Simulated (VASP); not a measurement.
Input of a VASP 6.6.1 run:

Contents of INCAR:

```
SYSTEM = HfC
PREC = Accurate ; ENCUT = 520
EDIFF = 1E-8 ; ISMEAR = -1
SIGMA = 0.05 ; LREAL = .False.
LASPH = .True. ; NELM = 80
ALGO = Normal ; ISIF = 2
LWAVE = .False. ; LCHARG = .False.
GGA = PE ; LEFG = .True.
NBANDS = 14
```

The input KPOINTS:

```
regular mesh
0
Gamma
  15 15 15
  0 0 0
```

Contents of POSCAR:

```
HfC
1.0
    0.0000000000      2.3250000000      2.3250000000
    2.3250000000      0.0000000000      2.3250000000
    2.3250000000      2.3250000000      0.0000000000
Hf C
1 1
Direct
    0.5000000000      0.5000000000      0.5000000000
    0.0000000000      0.0000000000      0.0000000000
```

Potentials or basis: VASP PAW PBE potentials, release 64 (Hf_pv, C).

Command:

```console
$ cat potpaw_PBE.64/Hf_pv/POTCAR potpaw_PBE.64/C/POTCAR > POTCAR
$ mpirun -np 1 vasp_std > vasp.out
```

Q: Estimate the pressure.

A: -0.4 GPa.

Q: Predict the band gap on the k mesh.

A: Zero (bands 7 and 8 overlap by 1.43 eV).

Caveat: spin-orbit coupling is left out, which moves the levels of the heavy elements.
